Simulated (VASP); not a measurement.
A run of VASP 6.6.1:

INCAR

```
SYSTEM = CsMo3P
PREC = Accurate
ENCUT = 520
EDIFF = 1E-6
ISMEAR = 0
SIGMA = 0.1
LREAL = .False.
LASPH = .True.
NELM = 60
ALGO = Normal
ISIF = 2
LWAVE = .False.
LCHARG = .False.
GGA = PE
NBANDS = 36
```

Contents of KPOINTS:

```
Automatic mesh
0
Gamma
  4 4 4
  0 0 0
```

POSCAR

```
CsMo3P
1.0
    3.1462453618      0.0000000000      0.0000000000
    0.0000000000      4.8452354727      0.0000000000
    0.0000000000      0.0000000000      6.8162912046
Cs Mo P
1 3 1
Direct
    0.0000000000      0.5000000000      0.0000000000
    0.5000000000      0.0000000000      0.0000000000
    0.0000000000      0.0000000000      0.3349096678
    0.0000000000      0.0000000000      0.6650903322
    0.0000000000      0.5000000000      0.5000000000
```

Potentials or basis: VASP PAW PBE potentials, release 64 (Cs_sv, Mo_sv, P).

Run with:

```console
$ cat potpaw_PBE.64/Cs_sv/POTCAR potpaw_PBE.64/Mo_sv/POTCAR potpaw_PBE.64/P/POTCAR > POTCAR
$ mpirun -np 1 vasp_std > vasp.out
```

Hardware: 1 thread of AMD EPYC 7571 (shared host).

Estimate the wall time of this run.

Run time: 4.7 min on 1 thread of AMD EPYC 7571, on a shared host, peak memory 0.22 GiB. Counts: scf iterations 15, k points 27.
